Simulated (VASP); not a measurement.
Crystal: Ba5Sr3Ti8O24.

```
Ba Sr Ti O
1.0
     7.88053    0.00000    0.00000
     0.00000    7.88053    0.00000
     0.00000    0.00000    7.88053
Ba Sr Ti O
5 3 8 24
Direct
  0.99782 0.00575 0.99757
  0.99721 0.49838 0.49943
  0.49573 0.00142 0.49960
  0.49919 0.49374 0.00128
  0.50050 0.49667 0.50386
  0.99939 0.00101 0.49715
  0.00090 0.49870 0.00146
  0.50118 0.00111 0.00042
  0.25280 0.24806 0.25353
  0.24622 0.24615 0.74716
  0.25009 0.75028 0.24935
  0.25055 0.75016 0.75297
  0.74685 0.24707 0.25039
  0.75021 0.25273 0.75502
  0.74832 0.75004 0.25005
  0.74822 0.74744 0.74907
  0.24505 0.25170 0.00013
  0.25359 0.25065 0.50240
  0.25114 0.74971 0.99945
  0.24696 0.75095 0.50296
  0.74896 0.24601 0.00047
  0.74497 0.25625 0.50082
  0.74971 0.75051 0.99794
  0.74802 0.75586 0.49999
  0.99630 0.25014 0.25117
  0.00182 0.25100 0.74795
  0.00006 0.74649 0.24362
  0.99620 0.74960 0.74954
  0.49643 0.24932 0.25184
  0.49724 0.24904 0.75307
  0.50090 0.75658 0.24860
  0.49495 0.75025 0.74764
  0.24798 0.00312 0.24939
  0.25058 0.00149 0.74991
  0.24646 0.50101 0.24439
  0.25144 0.49773 0.74960
  0.75240 0.99955 0.25209
  0.74865 0.99918 0.75129
  0.75152 0.50065 0.25316
  0.75341 0.50060 0.74481
```

* Program: VASP 6.6.1
* Task: relaxation of volume and atoms at fixed shape
* Functional: PBEsol
* Potentials or basis: VASP PAW PBE potentials, release 64 (Ba_sv, Sr_sv, Ti_sv, O)
* Cutoff: 700 eV
* k mesh: 1 × 1 × 1, shifted
* Occupations: fermi-dirac, width 0.05 eV
* Spin: no spin polarisation

At the start: pressure 1.8 GPa; volume 12.24 Å³/atom.

Problem. Where does the relaxation end?

Solution. Over 12 steps the energy falls by 8.9 meV/atom and the volume is 12.34 Å³/atom (+0.8 %); space group P1 (No. 1, to 0.1 Å) before, Pm-3m (No. 221, to 0.1 Å).

The path:
```csv
step,energy change (eV),largest force (eV/Å),pressure (GPa),volume (Å³)
1,0.0000,1.2087,1.78,489.40
2,-0.2125,0.6598,-1.94,499.12
3,-0.2526,0.4680,-0.95,496.31
4,-0.3198,0.2349,0.28,492.80
5,-0.3255,0.2696,0.79,491.40
6,-0.3459,0.1164,-0.25,494.12
7,-0.3465,0.0964,-0.10,493.72
8,-0.3516,0.0622,-0.04,493.55
9,-0.3526,0.1355,0.01,493.43
10,-0.3546,0.0414,0.03,493.37
11,-0.3546,0.0406,0.03,493.38
12,-0.3552,0.0288,-0.03,493.52
```

Final structure:
```xyz
40
Lattice="7.9026 0.0000 0.0000 0.0000 7.9026 0.0000 0.0000 0.0000 7.9026" Properties=species:S:1:pos:R:3 pbc="T T T"
Ba    7.8950    0.0000    0.0002
Ba    7.8957    3.9501    3.9538
Ba    3.9439    7.9019    3.9528
Ba    3.9456    3.9504    0.0009
Ba    3.9436    3.9510    3.9519
Sr    7.8952    7.8987    3.9500
Sr    7.9001    3.9482    0.0052
Sr    3.9480    7.8986    7.9022
Ti    1.9674    1.9567    1.9609
Ti    1.9530    1.9558    5.9317
Ti    1.9544    5.9292    1.9728
Ti    1.9711    5.9270    5.9447
Ti    5.9383    1.9546    1.9795
Ti    5.9246    1.9697    5.9493
Ti    5.9261    5.9256    1.9656
Ti    5.9430    5.9400    5.9371
O     1.9457    1.9763    0.0035
O     1.9489    1.9577    3.9558
O     1.9646    5.9427    7.8971
O     1.9343    5.9561    3.9445
O     5.9340    1.9719    7.9008
O     5.9317    1.9552    3.9480
O     5.9172    5.9429    7.8986
O     5.9504    5.9550    3.9472
O     7.8912    1.9773    1.9766
O     7.8933    1.9658    5.9264
O     7.8943    5.9314    1.9520
O     7.8893    5.9377    5.9357
O     3.9381    1.9472    1.9432
O     3.9421    1.9526    5.9599
O     3.9438    5.9624    1.9496
O     3.9362    5.9509    5.9404
O     1.9529    0.0087    1.9697
O     1.9614    0.0071    5.9349
O     1.9476    3.9613    1.9503
O     1.9410    3.9592    5.9533
O     5.9346    0.0079    1.9704
O     5.9246    0.0004    5.9342
O     5.9393    3.9603    1.9524
O     5.9439    3.9517    5.9525
```

Caveat: the PAW data sets were made with another functional, which shifts forces and pressure a little.
